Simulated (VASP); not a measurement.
# BN: single point with PBE+D3(BJ)

The system is BN.

```xyz
2
Lattice="1.3533 0.7813 3.0313 -1.3533 0.7813 3.0313 0.0000 -1.5627 3.0313" Properties=species:S:1:pos:R:3 pbc="T T T"
B     0.0000    0.0000    9.0911
N     0.0000    0.0000    3.0259
```

This cell differs from its parent crystal: strain +0.080 along x and y, -0.080 along z.

```json
{"Program": "VASP 6.6.1", "Task": "single point", "Functional": "PBE", "Dispersion": "D3(BJ)", "Potentials or basis": "VASP PAW PBE potentials, release 64 (B, N)", "Cutoff": "520 eV", "k mesh": "12 × 12 × 12", "Occupations": "gaussian, width 0.05 eV", "Spin": "no spin polarisation"}
```

```
Pressure                   : -41.7 GPa
Largest force              : 0.109 eV/Å
Band gap on the k mesh     : 3.46 eV, indirect (least direct gap 4.18 eV)
Dispersion energy per atom : -0.135 eV
```

Forces in eV/Å, atoms in the order of the input:
```
B    0.000  0.000  0.109
N    0.000  0.000 -0.109
```

Stress tensor (GPa, compression positive):
```
-64.08   0.00   0.00
  0.00 -64.08   0.00
  0.00   0.00   3.17
```

Levels at points of the mesh, in eV from the valence-band top:
| k point | band 2 | band 3 | band 4 | band 5 | band 6 | band 7 |
| --- | --- | --- | --- | --- | --- | --- |
| (0.00, 0.00, 0.00) | -2.41 | -1.59 | -1.59 | 5.13 | 9.75 | 9.75 |
| (0.50, 0.00, 0.00) | -8.28 | -3.77 | -0.28 | 4.74 | 7.80 | 12.24 |
| (0.50, 0.50, 0.00) | -7.97 | -3.96 | -1.33 | 3.46 | 7.31 | 13.64 |
| (0.50, 0.50, 0.50) | -5.72 | -1.66 | -1.66 | 8.56 | 9.46 | 9.55 |

It took 37 s on 1 thread of Intel Xeon 6975P-C, on a shared host, peak memory 0.19 GiB.

Caveat: the cell differs from its parent crystal (strain +0.080 along x and y, -0.080 along z). A k mesh can miss the band edges.
